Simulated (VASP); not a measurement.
# InP (zincblende type) (F-43m) in VASP: single point with PBE

Aim: the single point of InP (zincblende type) with PBE.

All numbers are computed with VASP 6.6.1; they aren't measurements. Logs are shortened: lines on timing, memory, paths and dates and some standing lists are left out, and cuts for length are marked.

### Step 1. The cell of the first run

The structure is cubic, space group F-43m (No. 216). Conventional cell: a = 4.883 Å, b = 4.883 Å, c = 4.883 Å, α = 90.00°, β = 90.00°, γ = 90.00°. Within 2.8 Å of In (site symmetry -43m) lie 4 P at 2.11 Å. P (site symmetry -43m) has 4 In at 2.11 Å within 2.8 Å.

### Step 2. Single point, PBE (14.55 Å³/atom)

POSCAR reads:

```
InP
1.0
    0.0000000000      2.4415226263      2.4415226263
    2.4415226263      0.0000000000      2.4415226263
    2.4415226263      2.4415226263      0.0000000000
In P
1 1
Direct
    0.0000000000      0.0000000000      0.0000000000
    0.2500000000      0.2500000000      0.2500000000
```

INCAR.step1 reads:

```
PREC = Accurate
ENCUT = 520
EDIFF = 1E-7
ISMEAR = -1
SIGMA = 0.1
LREAL = F
LASPH = T
NELM = 80
ALGO = Normal
ISIF = 2
LWAVE = F
LCHARG = T
GGA = PE
NBANDS = 16
```

KPOINTS.step1 reads:

```
regular mesh
0
Gamma
  11 11 11
```

INCAR.step2 reads:

```
PREC = Accurate
ENCUT = 520
EDIFF = 1E-7
ISMEAR = -5
SIGMA = 0.1
LREAL = F
LASPH = T
NELM = 80
ALGO = Normal
ISIF = 2
LWAVE = F
LCHARG = F
GGA = PE
LORBIT = 11
NBANDS = 16
NEDOS = 2001
ICHARG = 11
```

KPOINTS.step2 reads:

```
regular mesh
0
Gamma
  17 17 17
```

Potentials or basis: VASP PAW PBE potentials, release 64 (In_d, P).

Command:

```console
> cat potpaw_PBE.64/In_d/POTCAR potpaw_PBE.64/P/POTCAR > POTCAR
> cp INCAR.step1 INCAR
> cp KPOINTS.step1 KPOINTS
> mpirun -np 1 vasp_std > vasp.out
> cp INCAR.step2 INCAR
> cp KPOINTS.step2 KPOINTS
> mpirun -np 1 vasp_std > vasp.out
```

OUTCAR:

```text
PREC = Accurate
   ENCUT = 520
   EDIFF = 1E-7
   ISMEAR = -5
   LREAL = F
   LASPH = T
   NELM = 80
   ISIF = 2
   GGA = PE
   LORBIT = 11
   ICHARG = 11

 ion  position               nearest neighbor table
   1  0.000  0.000  0.000-   2 2.11   2 2.11   2 2.11   2 2.11
   2  0.250  0.250  0.250-   1 2.11   1 2.11   1 2.11   1 2.11

  LATTYP: Found a face centered cubic cell.
 ALAT       =     4.8830452526

  Lattice vectors:

 A1 = (   0.0000000000,   2.4415226263,   2.4415226263)
 A2 = (   2.4415226263,   0.0000000000,   2.4415226263)
 A3 = (   2.4415226263,   2.4415226263,   0.0000000000)

Analysis of symmetry for initial positions (statically):
=====================================================================
 Subroutine PRICEL returns:
 Original cell was already a primitive cell.

 Routine SETGRP: Setting up the symmetry group for a
 face centered cubic supercell.

 Subroutine GETGRP returns: Found 24 space group operations
 (whereof 24 operations were pure point group operations)
 out of a pool of 48 trial point group operations.

The static configuration has the point symmetry T_d .

Analysis of symmetry for dynamics (positions and initial velocities):
=====================================================================
 Subroutine PRICEL returns:
 Original cell was already a primitive cell.

 Routine SETGRP: Setting up the symmetry group for a
 face centered cubic supercell.

 Subroutine GETGRP returns: Found 24 space group operations
 (whereof 24 operations were pure point group operations)
 out of a pool of 48 trial point group operations.

The dynamic configuration has the point symmetry T_d .

 Subroutine INISYM returns: Found 24 space group operations
 (whereof 24 operations are pure point group operations),
 and found     1 'primitive' translations

----------------------------------------------------------------------------------------

                                     Primitive cell

  volume of cell :      29.1080

  direct lattice vectors                    reciprocal lattice vectors
     0.000000000  2.441522626  2.441522626    -0.204790238  0.204790238  0.204790238
[... 84 lines left out ...]
   LSORBIT =      F    spin-orbit coupling
   LASPH  =      T    aspherical Exc in radial PAW
   ENCUT  =  520.0 eV  38.22 Ry    6.18 a.u.   6.42  6.42  6.42*2*pi/ulx,y,z
   NELM   =     80;   NELMIN=  2; NELMDL=  0     # of ELM steps
   EDIFF  = 0.1E-06   stopping-criterion for ELM
   LREAL  =      F    real-space projection
   EDIFFG = 0.1E-05   stopping-criterion for IOM
   NSW    =      0    number of steps for IOM
   IBRION =     -1    ionic relax: 0-MD 1-quasi-New 2-CG
   NFREE  =      0    steps in history (QN), initial steepest desc. (CG)
   ISIF   =      2    stress and relaxation
   ISYM   =      2    0-nonsym 1-usesym 2-fastsym
   POTIM  = 0.5000    time-step for ionic-motion
   TEBEG  =    0.0;   TEEND  =   0.0 temperature during run
   PSTRESS=    0.0 pullay stress
   NELECT =      18.0000    total number of electrons
   NUPDOWN=      -1.0000    fix difference up-down
   EMIN   =  10.00;   EMAX   =-10.00  energy-range for DOS
   EFERMI =   0.00;   METHOD = LEGACY
   ISMEAR =    -5;   SIGMA  =   0.10  broadening in eV -4-tet -1-fermi 0-gaus
   EFERMI_NEDOS =   21; number of points for ismear=-14 and -15
   IALGO  =     38    algorithm
   IMIX   =      4    mixing-type and parameters
     AMIX     =   0.40;   BMIX     =  1.00
     AMIX_MAG =   1.60;   BMIX_MAG =  1.00
  volume/ion in A,a.u.               =      14.55        98.22
  Fermi-wavevector in a.u.,A,eV,Ry     =   1.394745  2.635686 26.467611  1.945315
  Thomas-Fermi vector in A             =   2.518265
   LORBIT       =     11    0 simple, 1 ext, 2 COOP (PROOUT), +10 PAW based schemes
   GGA     = PE    functional components
   LHFCALC =     F    Hartree Fock is set to
   AEXX    =    0.0000 exact exchange contribution
   IVDW    =     0    specifies the selected vdW correction
   LEPSILON=     F    determine dielectric tensor
   LRPA    =     F    only Hartree local field effects (RPA)
 non-spin polarized calculation
 Fermi weights with tetrahedron method with Bloechl corrections
  energy-cutoff  :      520.00
  volume of cell :       29.11
 maximum number of plane-waves:       801
 NGX is ok and might be reduce to    28

 number of electron      18.0000001 magnetization

 Free energy of the ion-electron system (eV)
  ---------------------------------------------------
  ext. energy  EPLUGINS =         0.00000000
  ---------------------------------------------------
  free energy    TOTEN  =        -2.60057109 eV

  energy without entropy =       -2.60057109  energy(sigma->0) =       -2.60057109

 E-fermi :  13.6620     XC(G=0): -11.9600

 val. band max:       13.6541769486   @ k =   0.0000   0.0000   0.0000
 cond. band min:      13.9883656151   @ k =   0.4706   0.4706   0.0000
 fundamental gap:      0.3341886664
 Fermi energy:        13.6619830803

 k-point     1 :       0.0000    0.0000    0.0000
  band No.  band energies     occupation
      1      -3.5202      2.00000
      2      -3.5202      2.00000
      3      -3.5202      2.00000
      4      -3.3915      2.00000
      5      -2.8407      2.00000
      6      -2.8407      2.00000
[... 433 lines left out ...]
      3      -3.4606      2.00000
      4      -2.8579      2.00000
      5      -2.8468      2.00000
      6      -2.6924      2.00000
[... 8 lines left out ...]
     15      22.7318      0.00000
     16      24.8571      0.00000

 [... further k-points ...]
[... 5 lines left out ...]
  --------------------------------------------------------------------------------------
  -------------------------------------------------------------------------------------
  Total       24.1668660     24.1668660     24.1668660      0.0000000      0.0000000      0.0000000
  in kB     1330.2052569   1330.2052569   1330.2052569      0.0000000      0.0000000      0.0000000
  external PRESSURE =    1330.2052569 kB  Pullay stress =       0.0000000 kB

 VOLUME and BASIS-vectors are now :
 -----------------------------------------------------------------------------
  energy-cutoff  :      520.00
  volume of cell :       29.11
      direct lattice vectors                 reciprocal lattice vectors
     0.000000000  2.441522626  2.441522626    -0.204790238  0.204790238  0.204790238
     2.441522626  0.000000000  2.441522626     0.204790238 -0.204790238  0.204790238
     2.441522626  2.441522626  0.000000000     0.204790238  0.204790238 -0.204790238

 POSITION                                       TOTAL-FORCE (eV/Angst)
 -----------------------------------------------------------------------------------
      0.00000      0.00000      0.00000         0.000000      0.000000      0.000000
      1.22076      1.22076      1.22076        -0.000000     -0.000000     -0.000000
 -----------------------------------------------------------------------------------
    total drift:                               -0.000001     -0.000001     -0.000001

  FREE ENERGIE OF THE ION-ELECTRON SYSTEM (eV)
  ---------------------------------------------------
  free  energy   TOTEN  =        -2.6005710851 eV

  energy  without entropy=       -2.6005710851  energy(sigma->0) =       -2.60057109

 total charge

# of ion       s       p       d       tot
------------------------------------------
    1        1.005   1.623  10.080  12.709
    2        1.044   1.929   0.000   2.972
--------------------------------------------------
tot          2.049   3.552  10.080  15.681
```

OSZICAR.step1:

```text
N       E                     dE             d eps       ncg     rms          rms(c)
DAV:   1     0.122130636637E+03    0.12213E+03   -0.88046E+03  1816   0.154E+03
DAV:   2     0.318529854715E+01   -0.11895E+03   -0.11313E+03  2112   0.332E+02
DAV:   3    -0.346625386559E+01   -0.66516E+01   -0.66200E+01  2224   0.743E+01
DAV:   4    -0.361128022918E+01   -0.14503E+00   -0.14499E+00  2320   0.109E+01
DAV:   5    -0.361789930027E+01   -0.66191E-02   -0.66190E-02  2536   0.219E+00    0.141E+01
DAV:   6    -0.277708979243E+01    0.84081E+00   -0.79425E-01  2640   0.241E+01    0.748E+00
DAV:   7    -0.260430438236E+01    0.17279E+00   -0.49519E-01  2536   0.965E+00    0.234E+00
DAV:   8    -0.259720949935E+01    0.70949E-02   -0.54773E-02  2288   0.333E+00    0.163E+00
DAV:   9    -0.259704215957E+01    0.16734E-03   -0.38551E-03  2792   0.484E-01    0.504E-01
DAV:  10    -0.259667936292E+01    0.36280E-03   -0.78584E-04  2400   0.734E-01    0.353E-01
DAV:  11    -0.259672571807E+01   -0.46355E-04   -0.29019E-04  2184   0.257E-01    0.399E-01
DAV:  12    -0.259669679965E+01    0.28918E-04   -0.91289E-05  2040   0.666E-02    0.215E-02
DAV:  13    -0.259669678326E+01    0.16387E-07   -0.79481E-06  2408   0.184E-02    0.176E-02
DAV:  14    -0.259669665927E+01    0.12400E-06   -0.14827E-07  2128   0.353E-03    0.486E-03
DAV:  15    -0.259669657199E+01    0.87271E-07   -0.24119E-08  1376   0.111E-03
   1 F= -.25966966E+01 E0= -.25960766E+01  d E =-.123991E-02
```

It took 44 s on 1 thread of Intel Xeon 6975P-C (Granite Rapids), shared host; peak memory 0.2 GiB.

Results:

```yaml
Valence_electrons_inside_the_program's_atomic_spheres: In 12.71; P 2.97
```

Levels at points of the mesh, in eV from the valence-band top:
```tsv
k point	band 5	band 6	band 7	band 8	band 9	band 10	band 11	band 12	band 13	band 14
(0.00, 0.00, 0.00)	-16.49	-16.49	0.00	0.00	0.00	2.90	3.22	3.22	3.22	9.93
```

Caveat: spin-orbit coupling is left out, which moves the levels of the heavy elements.
